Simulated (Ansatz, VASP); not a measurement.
## WS2, level by level in two programs

```
W S
1.0
     1.57900    0.91164    6.16333
    -1.57900    0.91164    6.16333
     0.00000   -1.82327    6.16333
W S
1 2
Cartesian
  0.0000 0.0000 0.0000
  0.0000 0.0000 10.7427
  0.0000 0.0000 13.8730
```

Single points on this cell with VASP 6.6.1 and Ansatz 0.2.0. Each row is one pair of runs. Alike in all rows: Ansatz's potentials, cutoff: Ansatz PAW, 420 eV.

```csv
level,spin,k mesh,smearing,"VASP's potentials, cutoff","pressure (GPa), VASP","pressure (GPa), Ansatz","rms of the force components (eV/Å), VASP","rms of the force components (eV/Å), Ansatz"
LDA,off,10 × 10 × 10,"gaussian, width 0.1 eV","VASP PAW LDA potentials, release 64 (W_sv, S), 520 eV",-3.3,-3.7,0.263,0.271
LDA,off,10 × 10 × 10,"fermi-dirac, width 0.05 eV","VASP PAW LDA potentials, release 64 (W_sv, S), 520 eV",-3.3,-3.7,0.263,0.271
PBEsol,"non-collinear, zero start, SOC",7 × 7 × 7,tetrahedron,"VASP PAW PBE potentials, release 64 (W_sv, S), 520 eV",-0.3,?,0.244,?
```

Fill in what Ansatz gave in row 3.

pressure (GPa): -0.7; rms of the force components (eV/Å): 0.246.

Noted on Ansatz's runs: odd divisions of the mesh miss points on the zone boundary, where band edges often lie, so the gap on the mesh can be too wide.
